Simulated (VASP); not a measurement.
Here is a VASP 6.6.1 calculation.

File INCAR:

```
ALGO = Normal
EDIFF = 1E-6
ENCUT = 520
GGA = PE
ISIF = 2
ISMEAR = 0
ISPIN = 2
LASPH = True
LCHARG = False
LMAXMIX = 4
LORBIT = 11
LREAL = False
LWAVE = False
MAGMOM = 1 0 0 0 0 0 0 0 0 1 1 1
NBANDS = 68
NELM = 150
PREC = Accurate
SIGMA = 0.1
```

Contents of KPOINTS:

```
k-points
0
Gamma
  6 6 1
```

POSCAR

```
NbTe8Mo3
1.0
    3.5823704174      0.0000000000      0.0000000000
   -1.7911852087      3.1024237872      0.0000000000
    0.0000000000      0.0000000000     34.5912382361
Nb Te Mo
1 8 3
Direct
    0.0000000000      0.0000000000      0.0000000000
    0.3333333333      0.6666666667      0.1984154784
    0.3333333333      0.6666666667      0.4480173624
    0.3333333333      0.6666666667      0.6976110090
    0.3333333333      0.6666666667      0.9452244773
    0.3333333333      0.6666666667      0.0547755227
    0.3333333333      0.6666666667      0.3023889910
    0.3333333333      0.6666666667      0.5519826376
    0.3333333333      0.6666666667      0.8015845216
    0.0000000000      0.0000000000      0.2504065321
    0.0000000000      0.0000000000      0.5000000000
    0.0000000000      0.0000000000      0.7495934679
```

Potentials or basis: VASP PAW PBE potentials, release 64 (Nb_sv, Te, Mo_sv).

The run is started by

```sh
$ cat potpaw_PBE.64/Nb_sv/POTCAR potpaw_PBE.64/Te/POTCAR potpaw_PBE.64/Mo_sv/POTCAR > POTCAR
$ mpirun -np 1 vasp_std > vasp.out
```

**Question.** What does it give for the largest force?

**Answer.** 0.073 eV/Å.

**Question.** Predict the pressure.

**Answer.** 0.0 GPa.

Forces in eV/Å, atoms in the order of the input:
```
Nb   0.000  0.000  0.000
Te   0.000  0.000 -0.016
Te   0.000  0.000 -0.017
Te   0.000  0.000 -0.016
Te   0.000  0.000  0.073
Te   0.000  0.000 -0.073
Te   0.000  0.000  0.016
Te   0.000  0.000  0.017
Te   0.000  0.000  0.016
Mo   0.000  0.000 -0.002
Mo   0.000  0.000  0.000
Mo   0.000  0.000  0.002
```

Caveat: this functional lacks dispersion, which binds layers or chains, so the pressure and a relaxed spacing across them are unreliable.
